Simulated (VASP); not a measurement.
A run of VASP 6.6.1:

The input INCAR:

```
SYSTEM = HfO2
PREC = Accurate
ENCUT = 520
EDIFF = 1E-7
ISMEAR = -1
SIGMA = 0.05
LREAL = .FALSE.
LASPH = .TRUE.
NELM = 100
ALGO = Normal
ISIF = 2
LWAVE = .FALSE.
LCHARG = .TRUE.
GGA = PE
LELF = .TRUE.
LVHAR = .TRUE.
NBANDS = 56
```

KPOINTS

```
Automatic mesh
0
G
  4 5 4
  0 0 0
```

File POSCAR:

```
HfO2
1.0
    5.1150740928      0.0000000000      0.0000000000
    0.0000000000      5.0047636900      0.0000000000
    0.0000000000      0.0000000000      5.0326850500
Hf O
4 8
Direct
    0.9677044757      0.7318184796      0.7450223952
    0.5322955243      0.7318184796      0.2450223952
    0.4677044757      0.2681815204      0.7450223952
    0.0322955243      0.2681815204      0.2450223952
    0.6258140810      0.9219485083      0.8745707327
    0.8741859190      0.9219485083      0.3745707327
    0.2403465299      0.5442139121      0.4934068721
    0.2596534701      0.5442139121      0.9934068721
    0.7596534701      0.4557860879      0.9934068721
    0.7403465299      0.4557860879      0.4934068721
    0.1258140810      0.0780514917      0.8745707327
    0.3741859190      0.0780514917      0.3745707327
```

Potentials or basis: VASP PAW PBE potentials, release 64 (Hf_pv, O).

The run is started by

```sh
$ cat potpaw_PBE.64/Hf_pv/POTCAR potpaw_PBE.64/O/POTCAR > POTCAR
$ mpirun -np 1 vasp_std > vasp.out
```

Hardware: 1 thread of AMD EPYC 7R43 64-Core Processor (Zen 3), on a shared host.

Question: Estimate the wall time of this run.

Answer: Wall time 7.2 min on 1 thread of AMD EPYC 7R43 64-Core Processor (Zen 3), with other jobs on the host, peak memory 0.28 GiB. Counts: scf iterations 17, k points 27.
